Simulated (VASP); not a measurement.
# Ga16HN16 (a cell with a defect) (H_i (largest void)) in VASP: further runs

Runs on Ga16HN16 (a cell with a defect) (H_i (largest void)). Level: PBE. Tasks: single point.

All numbers are computed with VASP 6.6.1; they aren't measurements. Logs are shortened: lines on timing, memory, paths and dates and some standing lists are left out, and cuts for length are marked.

## Step 1: The cell of the first run

The cell holds a defect, 33 atoms: a = 6.437 Å, b = 6.437 Å, c = 10.487 Å, α = 90.00°, β = 90.00°, γ = 120.00°.

## Step 2: Single point, PBE

INCAR reads:

```
SYSTEM = Ga16HN16
  ALGO = Normal
  EDIFF = 1E-6
  ENCUT = 520
  GGA = PE
  ISIF = 2
  ISMEAR = 0
  LASPH = .TRUE.
  LCHARG = .TRUE.
  LELF = .TRUE.
  LREAL = Auto
  LVHAR = .TRUE.
  LWAVE = .FALSE.
  NBANDS = 166
  NELECT = 290.0
  NELM = 100
  PREC = Accurate
  SIGMA = 0.01
```

KPOINTS reads:

```
Automatic mesh
0
Gamma
  1 1 1
  0.25 0.25 0.25
```

POSCAR reads:

```
Ga16HN16
1.0
    6.4372426900      0.0000000000      0.0000000000
   -3.2186213500      5.5748157000      0.0000000000
    0.0000000000      0.0000000000     10.4870679900
Ga N H
16 16 1
Direct
    0.3333333300      0.1666666700      0.2495684300
    0.1666666700      0.3333333300      0.4995684300
    0.3333333300      0.1666666700      0.7495684300
    0.1666666700      0.3333333300      0.9995684300
    0.3333333300      0.6666666700      0.2495684300
    0.1666666700      0.8333333300      0.4995684300
    0.3333333300      0.6666666700      0.7495684300
    0.1666666700      0.8333333300      0.9995684300
    0.8333333300      0.1666666700      0.2495684300
    0.6666666700      0.3333333300      0.4995684300
    0.8333333300      0.1666666700      0.7495684300
    0.6666666700      0.3333333300      0.9995684300
    0.8333333300      0.6666666700      0.2495684300
    0.6666666700      0.8333333300      0.4995684300
    0.8333333300      0.6666666700      0.7495684300
    0.6666666700      0.8333333300      0.9995684300
    0.3333333300      0.1666666700      0.4379315700
    0.1666666700      0.3333333300      0.1879315700
    0.3333333300      0.1666666700      0.9379315700
    0.1666666700      0.3333333300      0.6879315700
    0.3333333300      0.6666666700      0.4379315700
    0.1666666700      0.8333333300      0.1879315700
    0.3333333300      0.6666666700      0.9379315700
    0.1666666700      0.8333333300      0.6879315700
    0.8333333300      0.1666666700      0.4379315700
    0.6666666700      0.3333333300      0.1879315700
    0.8333333300      0.1666666700      0.9379315700
    0.6666666700      0.3333333300      0.6879315700
    0.8333333300      0.6666666700      0.4379315700
    0.6666666700      0.8333333300      0.1879315700
    0.8333333300      0.6666666700      0.9379315700
    0.6666666700      0.8333333300      0.6879315700
    0.0000000000      0.0000000000      0.0937500000
```

Potentials or basis: VASP PAW PBE potentials, release 64 (Ga_d, N, H).

On the command line:

```sh
> cat potpaw_PBE.64/Ga_d/POTCAR potpaw_PBE.64/N/POTCAR potpaw_PBE.64/H/POTCAR > POTCAR
> mpirun -np 1 vasp_std > vasp.out
```

OUTCAR:

```text
SYSTEM = Ga16HN16
   EDIFF = 1E-6
   ENCUT = 520
   GGA = PE
   ISIF = 2
   ISMEAR = 0
   LASPH = .TRUE.
   LREAL = Auto
   NELECT = 290.0
   NELM = 100
   PREC = Accurate

 ion  position               nearest neighbor table
   1  0.333  0.167  0.250-  18 1.97  26 1.97  22 1.97  17 1.98
   2  0.167  0.333  0.500-  17 1.97  25 1.97  21 1.97  20 1.98
   3  0.333  0.167  0.750-  20 1.97  28 1.97  24 1.97  19 1.98
   4  0.167  0.333  1.000-  19 1.97  27 1.97  23 1.97  18 1.98
   5  0.333  0.667  0.250-  22 1.97  30 1.97  18 1.97  21 1.98
   6  0.167  0.833  0.500-  21 1.97  29 1.97  17 1.97  24 1.98
[... 24 lines left out ...]
  31  0.833  0.667  0.938-  16 1.97   8 1.97  12 1.97  15 1.98
  32  0.667  0.833  0.688-  15 1.97   7 1.97  11 1.97  14 1.98
  33  0.000  0.000  0.094-

  LATTYP: Found a hexagonal cell.
 ALAT       =     6.4372426900
 C/A-ratio  =     1.6291242221

  Lattice vectors:

 A1 = (   6.4372426900,   0.0000000000,   0.0000000000)
 A2 = (  -3.2186213500,   5.5748157000,   0.0000000000)
 A3 = (   0.0000000000,   0.0000000000,  10.4870679900)

Analysis of symmetry for initial positions (statically):
=====================================================================
 Subroutine PRICEL returns:
 Original cell was already a primitive cell.

 Routine SETGRP: Setting up the symmetry group for a
 hexagonal supercell.

 Subroutine GETGRP returns: Found  6 space group operations
 (whereof  6 operations were pure point group operations)
 out of a pool of 24 trial point group operations.

The static configuration has the point symmetry C_3v.

Analysis of symmetry for dynamics (positions and initial velocities):
=====================================================================
 Subroutine PRICEL returns:
 Original cell was already a primitive cell.

 Routine SETGRP: Setting up the symmetry group for a
 hexagonal supercell.

 Subroutine GETGRP returns: Found  6 space group operations
 (whereof  6 operations were pure point group operations)
 out of a pool of 24 trial point group operations.

The dynamic configuration has the point symmetry C_3v.

 Subroutine INISYM returns: Found  6 space group operations
 (whereof  6 operations are pure point group operations),
 and found     1 'primitive' translations

----------------------------------------------------------------------------------------

                                     Primitive cell

  volume of cell :     376.3436

  direct lattice vectors                    reciprocal lattice vectors
     6.437242690  0.000000000  0.000000000     0.155346015  0.089689064  0.000000000
    -3.218621350  5.574815700  0.000000000     0.000000000  0.179378127  0.000000000
     0.000000000  0.000000000 10.487067990     0.000000000  0.000000000  0.095355537

  length of vectors
     6.437242690  6.437242693 10.487067990     0.179378127  0.179378127  0.095355537

  position of ions in fractional coordinates (direct lattice)
     0.333333330  0.166666670  0.249568430
     0.166666670  0.333333330  0.499568430
     0.333333330  0.166666670  0.749568430
     0.166666670  0.333333330  0.999568430
     0.333333330  0.666666670  0.249568430
     0.166666670  0.833333330  0.499568430
[... 25 lines left out ...]
     0.666666670  0.833333330  0.687931570
     0.000000000  0.000000000  0.093750000

  ion indices of the primitive-cell ions
   primitive index   ion index
                 1           1
                 2           2
                 3           3
                 4           4
                 5           5
                 6           6
[... 25 lines left out ...]
                32          32
                33          33

----------------------------------------------------------------------------------------

 KPOINTS: Automatic mesh

Automatic generation of k-mesh.
 Grid dimensions read from file:
 generate k-points for:    1    1    1

 Generating k-lattice:

  Cartesian coordinates                     Fractional coordinates (reciprocal lattice)
     0.155346015  0.089689064  0.000000000     1.000000000 -0.000000000  0.000000000
     0.000000000  0.179378127  0.000000000     0.000000000  1.000000000  0.000000000
     0.000000000  0.000000000  0.095355537     0.000000000  0.000000000  1.000000000

  Length of vectors
     0.179378127  0.179378127  0.095355537

  Shift w.r.t. Gamma in fractional coordinates (k-lattice)
     0.250000000  0.250000000  0.250000000

 Subroutine IBZKPT returns following result:
 ===========================================

 Found      1 irreducible k-points:

 Following reciprocal coordinates:
            Coordinates               Weight
  0.250000  0.250000  0.250000     12.000000
   k-points           NKPTS =      1   k-points in BZ     NKDIM =      1   number of bands    NBANDS=    166
   number of dos      NEDOS =    301   number of ions     NIONS =     33
   total plane-waves  NPLWV = 184320
   dimension x,y,z NGX =    48 NGY =   48 NGZ =   80
   dimension x,y,z NGXF=    96 NGYF=   96 NGZF=  160
   ions per type =              16  16   1
   NGX,Y,Z   is equivalent  to a cutoff of  12.40, 12.40, 12.68 a.u.
   NGXF,Y,Z  is equivalent  to a cutoff of  24.79, 24.79, 25.36 a.u.
 SYSTEM =  Ga16HN16
   PREC   = accura    normal or accurate (medium, high low for compatibility)
   ISTART =      0    job   : 0-new  1-cont  2-samecut
   ICHARG =      2    charge: 1-file 2-atom 10-const
   ISPIN  =      1    spin polarized calculation?
   LNONCOLLINEAR =      F non collinear calculations
   LSORBIT =      F    spin-orbit coupling
   LASPH  =      T    aspherical Exc in radial PAW
   ENCUT  =  520.0 eV  38.22 Ry    6.18 a.u.  11.97 11.97 19.50*2*pi/ulx,y,z
   NELM   =    100;   NELMIN=  2; NELMDL= -5     # of ELM steps
   EDIFF  = 0.1E-05   stopping-criterion for ELM
   LREAL  =      T    real-space projection
   EDIFFG = 0.1E-04   stopping-criterion for IOM
   NSW    =      0    number of steps for IOM
   IBRION =     -1    ionic relax: 0-MD 1-quasi-New 2-CG
   NFREE  =      0    steps in history (QN), initial steepest desc. (CG)
   ISIF   =      2    stress and relaxation
   ISYM   =      2    0-nonsym 1-usesym 2-fastsym
   POTIM  = 0.5000    time-step for ionic-motion
   TEBEG  =    0.0;   TEEND  =   0.0 temperature during run
   PSTRESS=    0.0 pullay stress
   NELECT =     290.0000    total number of electrons
   NUPDOWN=      -1.0000    fix difference up-down
   EMIN   =  10.00;   EMAX   =-10.00  energy-range for DOS
   EFERMI =   0.00;   METHOD = LEGACY
   ISMEAR =     0;   SIGMA  =   0.01  broadening in eV -4-tet -1-fermi 0-gaus
   EFERMI_NEDOS =   21; number of points for ismear=-14 and -15
   IALGO  =     38    algorithm
   IMIX   =      4    mixing-type and parameters
     AMIX     =   0.40;   BMIX     =  1.00
     AMIX_MAG =   1.60;   BMIX_MAG =  1.00
  volume/ion in A,a.u.               =      11.40        76.96
  Fermi-wavevector in a.u.,A,eV,Ry     =   1.500880  2.836252 30.649043  2.252641
  Thomas-Fermi vector in A             =   2.612323
   LORBIT       =      0    0 simple, 1 ext, 2 COOP (PROOUT), +10 PAW based schemes
   GGA     = PE    functional components
   LHFCALC =     F    Hartree Fock is set to
   AEXX    =    0.0000 exact exchange contribution
   IVDW    =     0    specifies the selected vdW correction
   LEPSILON=     F    determine dielectric tensor
   LRPA    =     F    only Hartree local field effects (RPA)
 non-spin polarized calculation
 Gauss-broadening in eV      SIGMA  =   0.01
  energy-cutoff  :      520.00
  volume of cell :      376.34
 maximum number of plane-waves:     10144
 NGX is ok and might be reduce to    48
   NGX = 23   NGY = 23   NGZ = 39

 number of electron     289.9999649 magnetization

 Free energy of the ion-electron system (eV)
  ---------------------------------------------------
  ext. energy  EPLUGINS =         0.00000000
  ---------------------------------------------------
  free energy    TOTEN  =      -191.42655648 eV

  energy without entropy =     -191.42655648  energy(sigma->0) =     -191.42655648

 E-fermi :   7.8722     XC(G=0): -11.6173

 val. band max:        7.7921063303   @ k =   0.2500   0.2500   0.2500
 cond. band min:       8.9269106795   @ k =   0.2500   0.2500   0.2500
 fundamental gap:      1.1348043492
 Fermi energy:         7.8722498820

 k-point     1 :       0.2500    0.2500    0.2500
  band No.  band energies     occupation
      1     -10.5198      2.00000
      2     -10.2797      2.00000
      3     -10.2710      2.00000
      4     -10.2172      2.00000
      5     -10.1185      2.00000
      6     -10.0999      2.00000
[... 149 lines left out ...]
    156      10.9975      0.00000
    157      11.0954      0.00000
 [bands above 157 left out]

------------------------ aborting loop because EDIFF is reached ----------------------------------------

  FORCE on cell =-STRESS in cart. coord.  units (eV):
  Direction    XX          YY          ZZ          XY          YZ          ZX
  --------------------------------------------------------------------------------------
  -------------------------------------------------------------------------------------
  Total        9.9093643      9.9093643     19.5969223     -0.0000000      0.0000000     -0.0000000
  in kB       42.1863448     42.1863448     83.4284111     -0.0000000      0.0000000     -0.0000000
  external PRESSURE =      55.9337002 kB  Pullay stress =       0.0000000 kB

 VOLUME and BASIS-vectors are now :
 -----------------------------------------------------------------------------
  energy-cutoff  :      520.00
  volume of cell :      376.34
      direct lattice vectors                 reciprocal lattice vectors
     6.437242690  0.000000000  0.000000000     0.155346015  0.089689064  0.000000000
    -3.218621350  5.574815700  0.000000000     0.000000000  0.179378127  0.000000000
     0.000000000  0.000000000 10.487067990     0.000000000  0.000000000  0.095355537

 POSITION                                       TOTAL-FORCE (eV/Angst)
 -----------------------------------------------------------------------------------
      1.60931      0.92914      2.61724        -0.444482     -0.256622     -0.785434
      0.00000      1.85827      5.23901        -0.000000      0.160175     -0.163579
      1.60931      0.92914      7.86078         0.169152      0.097660      0.547388
      0.00000      1.85827     10.48254         0.000000     -1.870678      0.664610
     -0.00000      3.71654      2.61724         0.000000     -0.000000     -0.216057
     -1.60931      4.64568      5.23901         0.138716     -0.080088     -0.163579
[... 25 lines left out ...]
      1.60931      4.64568      7.21439         0.010673      0.006162     -0.141484
      0.00000      0.00000      0.98316         0.000000     -0.000000     -1.702531
 -----------------------------------------------------------------------------------
    total drift:                               -0.000004     -0.000008      0.015841

  FREE ENERGIE OF THE ION-ELECTRON SYSTEM (eV)
  ---------------------------------------------------
  free  energy   TOTEN  =      -191.4265564843 eV

  energy  without entropy=     -191.4265564843  energy(sigma->0) =     -191.42655648
```

Run time: 2.3 min. Hardware: 1 thread of Intel Xeon Platinum 8488C (Sapphire Rapids), shared host; peak memory 0.45 GiB.

Results:

```yaml
Free_energy: -191.4266 eV
Largest_force: 2.086 eV/Å
```

Forces on the atoms (eV/Å):
```
Ga  -0.444 -0.257 -0.785
Ga   0.000  0.160 -0.164
Ga   0.169  0.098  0.547
Ga   0.000 -1.871  0.665
Ga   0.000  0.000 -0.216
Ga   0.139 -0.080 -0.164
Ga   0.000  0.000  0.228
Ga  -1.620  0.935  0.665
Ga   0.444 -0.257 -0.785
Ga   0.000  0.000  0.054
Ga  -0.169  0.098  0.547
Ga   0.000  0.000 -0.589
Ga   0.000  0.513 -0.785
Ga  -0.139 -0.080 -0.164
Ga   0.000 -0.195  0.547
Ga   1.620  0.935  0.665
N   -0.003 -0.002  0.231
N    0.000  1.565  1.378
N    0.837  0.483 -1.062
N    0.000 -0.012 -0.141
N    0.000  0.000  0.732
N    1.355 -0.782  1.378
N    0.000  0.000 -0.246
N   -0.011  0.006 -0.141
N    0.003 -0.002  0.231
N    0.000  0.000  0.306
N   -0.837  0.483 -1.062
N    0.000  0.000 -0.574
N    0.000  0.004  0.231
N   -1.355 -0.782  1.378
N    0.000 -0.966 -1.062
N    0.011  0.006 -0.141
H    0.000  0.000 -1.703
```

Levels at points of the mesh, in eV from the Fermi level:
| k point | band 141 | band 142 | band 143 | band 144 | band 145 | band 146 | band 147 | band 148 | band 149 | band 150 |
| --- | --- | --- | --- | --- | --- | --- | --- | --- | --- | --- |
| (0.25, 0.25, 0.25) | -3.90 | -3.85 | -3.43 | -3.42 | -0.08 | 1.05 | 1.82 | 1.87 | 1.94 | 2.06 |

Caveat: the k points lie up to 1.13 Å⁻¹ apart; the cell carries a net charge on a neutralising background, which shifts energy and pressure; the cell is charged against a uniform background, so pressure and absolute levels hang on convention.

(Part 1 of 2 ends here.)
